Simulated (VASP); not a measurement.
Here is a VASP 6.6.1 calculation.

Contents of INCAR:

```
  ALGO = Normal
  EDIFF = 1E-6
  ENCUT = 520
  GGA = PE
  ISIF = 2
  ISMEAR = 0
  LASPH = True
  LCHARG = False
  LREAL = False
  LWAVE = False
  NBANDS = 17
  NELM = 80
  PREC = Accurate
  SIGMA = 0.1
```

Contents of KPOINTS:

```
k-points
0
Gamma
  6 6 6
```

Contents of POSCAR:

```
LiZrN
1.0
    3.6138289500      0.0000000000      0.0000000000
    0.0000000000      3.6138289500      0.0000000000
    0.0000000000      0.0000000000      3.4652447500
Li Zr N
1 1 1
Direct
    0.0000000000      0.0000000000      0.5000000000
    0.5000000000      0.5000000000      0.0000000000
    0.0000000000      0.0000000000      0.0000000000
```

Potentials or basis: VASP PAW PBE potentials, release 64 (Li_sv, Zr_sv, N).

Run with:

```sh
$ cat potpaw_PBE.64/Li_sv/POTCAR potpaw_PBE.64/Zr_sv/POTCAR potpaw_PBE.64/N/POTCAR > POTCAR
$ mpirun -np 1 vasp_std > vasp.out
```

Q: Predict the band gap on the k mesh.

A: Zero (band 10 reaches 6.60 eV, above the bottom of band 11 at 4.35 eV).
